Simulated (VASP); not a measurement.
CoSi2, 3 atoms in the cell. It takes space group Fm-3m (No. 225, cubic). The conventional cell has a = 5.360 Å, b = 5.360 Å, c = 5.360 Å, α = 90.00°, β = 90.00°, γ = 90.00°. Within 3.1 Å of Co (site symmetry m-3m) lie 8 Si at 2.32 Å. Within 3.1 Å of Si (site symmetry -43m) lie 4 Co at 2.32 Å and 6 Si at 2.68 Å. 

```yaml
Program: VASP 6.6.1
Task: electric field gradients
Functional: PBE
Potentials_or_basis: VASP PAW PBE potentials, release 64 (Co, Si)
Cutoff: 520 eV
k_mesh: 12 × 12 × 12
Occupations: gaussian, width 0.05 eV
Spin: no spin polarisation
Dipole_correction: no
Further_INCAR_settings: ALGO = Normal; EDIFF = 1e-08; NBANDS = 16
```

Potentials or basis: VASP PAW PBE potentials, release 64 (Co, Si).

Command:

```console
$ cat potpaw_PBE.64/Co/POTCAR potpaw_PBE.64/Si/POTCAR > POTCAR
$ mpirun -np 1 vasp_std > vasp.out
```

Hardware: 1 thread of Intel(R) Xeon(R) Platinum 8375C CPU @ 2.90GHz (Ice Lake) (shared host).

Q: Estimate the wall time of this run.

A: Wall time 48 s on 1 thread of Intel(R) Xeon(R) Platinum 8375C CPU @ 2.90GHz (Ice Lake) (shared host), peak memory 0.18 GiB. Counts: scf iterations 17, k points 72.
